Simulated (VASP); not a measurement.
B3N2: relaxation of cell and atoms with PBE

B3N2:

```
CELL_PARAMETERS angstrom
1.23490 0.71297 5.39317
-1.23490 0.71297 5.39317
0.00000 -1.42594 5.39317
ATOMIC_POSITIONS crystal
B 0.00000 0.00000 0.00000
B 0.20983 0.20983 0.20983
B 0.79017 0.79017 0.79017
N 0.39743 0.39743 0.39743
N 0.60257 0.60257 0.60257
```

| Quantity | Value |
| --- | --- |
| Program | VASP 6.6.1 |
| Task | relaxation of cell and atoms |
| Functional | PBE |
| Potentials or basis | VASP PAW PBE potentials, release 64 (B, N) |
| Cutoff | 600 eV |
| k mesh | 18 × 18 × 18 |
| Occupations | gaussian, width 0.1 eV |
| Spin | no spin polarisation |
| Dipole correction | no |
| Further INCAR settings | ALGO = Normal; EDIFF = 1e-07; IBRION = 2; EDIFFG = -0.01; NSW = 100; ISIF = 3 |

The relaxed volume is 5.69 Å³/atom and the relaxed cell is a = 5.573 Å, b = 5.573 Å, c = 5.573 Å, α = 25.60°, β = 25.60°, γ = 25.60°. The space group after relaxing (to 0.1 Å) is R-3m (No. 166) and the energy gained by relaxing is 0.0 meV/atom. The ionic steps are 2 and the pressure after relaxing is 0.1 GPa. The largest force after relaxing is 0.005 eV/Å and the band gap on the k mesh is zero (an odd number of electrons rules out a gap without spin polarisation).

Forces on the atoms (eV/Å):
```
B    0.000  0.000  0.000
B    0.000  0.000  0.000
B    0.000  0.000  0.000
N    0.000  0.000  0.005
N    0.000  0.000 -0.005
```

Stress tensor (GPa, compression positive):
```
0.04 0.00 0.00
0.00 0.04 0.00
0.00 0.00 0.18
```

Final structure:
```
B N
1.0
     1.23476    0.71289    5.38802
    -1.23476    0.71289    5.38802
     0.00000   -1.42578    5.38802
B N
3 2
Direct
  0.00000 0.00000 0.00000
  0.20974 0.20974 0.20974
  0.79026 0.79026 0.79026
  0.39739 0.39739 0.39739
  0.60261 0.60261 0.60261
```

Levels at points of the mesh, in eV from the Fermi level:
```tsv
k point	band 6	band 7	band 8	band 9	band 10	band 11	band 12	band 13
(0.00, 0.00, 0.00)	-2.83	-2.83	-2.66	-2.66	4.71	4.71	5.48	5.48
(0.50, 0.00, 0.00)	-7.78	-6.51	-4.91	-4.04	-1.39	1.41	2.47	4.73
(0.50, 0.50, 0.00)	-8.32	-6.79	-5.67	-4.28	-0.15	1.22	2.20	3.28
(0.50, 0.50, 0.50)	-2.75	-2.74	-2.73	-2.73	3.85	3.85	6.16	6.56
```

Wall time 16 min on 1 thread of AMD EPYC 9R45 96-Core Processor (Zen 5) (shared host), peak memory 0.48 GiB.
